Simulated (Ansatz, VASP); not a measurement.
## Gd: VASP beside Ansatz

The input INCAR:

```
SYSTEM = Gd
  PREC = Accurate
  ENCUT = 520
  EDIFF = 1E-6
  ISMEAR = -1
  SIGMA = 0.05
  LREAL = .False.
  LASPH = .True.
  NELM = 150
  ALGO = Normal
  ISIF = 2
  LWAVE = .False.
  LCHARG = .False.
  ISPIN = 2
  MAGMOM = 7
  LORBIT = 11
  LMAXMIX = 6
  GGA = PE
  NBANDS = 19
```

The input KPOINTS:

```
Automatic mesh
0
Gamma
  13 13 13
  0 0 0
```

File POSCAR:

```
Gd
1.0
    0.0000000000      2.2585256785      2.2585256785
    2.2585256785      0.0000000000      2.2585256785
    2.2585256785      2.2585256785      0.0000000000
Gd
1
Direct
    0.0000000000      0.0000000000      0.0000000000
```

Input for Ansatz:

```yaml
crystal:
  lattice:
    - [0.0, 2.2585256785, 2.2585256785]
    - [2.2585256785, 0.0, 2.2585256785]
    - [2.2585256785, 2.2585256785, 0.0]
  atoms:
    - { symbol: Gd, position: [0.0, 0.0, 0.0], spin: 7.0 }
magnetization:
  spin_polarized: true
kpoints:
  mp_grid: { grid: [13, 13, 13] }
scf:
  occupations: { method: fermi_dirac, width: 0.05 }
hamiltonian:
  xc: pbe
  pseudopotentials: { kind: all_electron, lapw: { basis_error: 0.001 } }
output:
  forces: true
  stress: true
  eigenvalues: true
  populations: true
```

Change from the starting cell: volume scaled by 0.7, LAPW.

Alike in both runs: task single point; functional PBE; k mesh 13 × 13 × 13; occupations fermi-dirac, width 0.05 eV; collinear spin.

```csv
,VASP,Ansatz
version,VASP 6.6.1,Ansatz 0.2.0
potentials or method,"VASP PAW PBE potentials, release 64 (Gd), cutoff 520 eV","all-electron LAPW, scalar-relativistic"
```

|  | VASP | Ansatz | Ansatz less VASP |
| --- | --- | --- | --- |
| pressure (GPa) | 20.4 | 20.2 | -0.21 |
| net moment per atom (μB) | 7.21 | 7.20 | -0.005 |
| size of the moment on the site where the two differ most (μB) | 6.85 | 7.12 | +0.276 |

Site moments also hang on the region over which each program counts them. Ansatz ran all-electron here, and VASP with PAW potentials.

Spin-orbit coupling is off throughout.
